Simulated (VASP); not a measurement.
Wanted: the native input for a VASP 6.6.1 run.

| Property | Result |
| --- | --- |
| Task | single point |
| Functional | PBE |
| Potentials or basis | VASP PAW PBE potentials, release 64 (F, O, Li_sv) |
| Cutoff | 520 eV |
| k mesh | 6 × 6 × 6 |
| Occupations | gaussian, width 0.01 eV |
| Spin | no spin polarisation |
| Dipole correction | no |
| Further INCAR settings | ALGO = Normal; EDIFF = 1e-07; NBANDS = 19 |

The structure of Li3OF lies in POSCAR:

```
Li3OF
1.0
    3.6809947471      0.0000000000      0.0000000000
    0.0000000000      3.6809947471      0.0000000000
    0.0000000000      0.0000000000      3.6809947471
F O Li
1 1 3
Direct
    0.0000000000      0.0000000000      0.0000000000
    0.5000000000      0.5000000000      0.5000000000
    0.5000000000      0.5000000000      0.0000000000
    0.5000000000      0.0000000000      0.5000000000
    0.0000000000      0.5000000000      0.5000000000
```

One way to write it, as run:

INCAR

```
SYSTEM = Li3OF
ALGO     = Normal         ! electronic algorithm
EDIFF    = 1E-7           ! SCF threshold, eV
ENCUT    = 520            ! plane-wave cutoff, eV
GGA      = PE             ! functional
ISIF     = 2              ! what is computed and relaxed
ISMEAR   = 0              ! smearing method
LASPH    = .True.         ! aspherical terms in the spheres
LCHARG   = .True.         ! write CHGCAR
LELF     = .True.         ! ELF
LREAL    = .False.        ! projectors in reciprocal space
LVHAR    = .True.       
LWAVE    = .False.        ! write WAVECAR
NBANDS   = 19             ! bands
NELM     = 80             ! most SCF steps
PREC     = Accurate       ! precision mode
SIGMA    = 0.01           ! smearing width, eV
```

KPOINTS

```
k-points
0
Gamma
  6 6 6
  0 0 0
```

Potentials or basis: VASP PAW PBE potentials, release 64 (F, O, Li_sv).

Launch:

```bash
$ cat potpaw_PBE.64/F/POTCAR potpaw_PBE.64/O/POTCAR potpaw_PBE.64/Li_sv/POTCAR > POTCAR
$ mpirun -np 1 vasp_std > vasp.out
```

It gave:

```yaml
Band_gap_on_the_k_mesh: 4.80 eV, indirect (least direct gap 5.43 eV)
```

It took 13 s on 1 thread of AMD EPYC 9R14 (Zen 4), with other jobs on the host, peak memory 0.13 GiB.
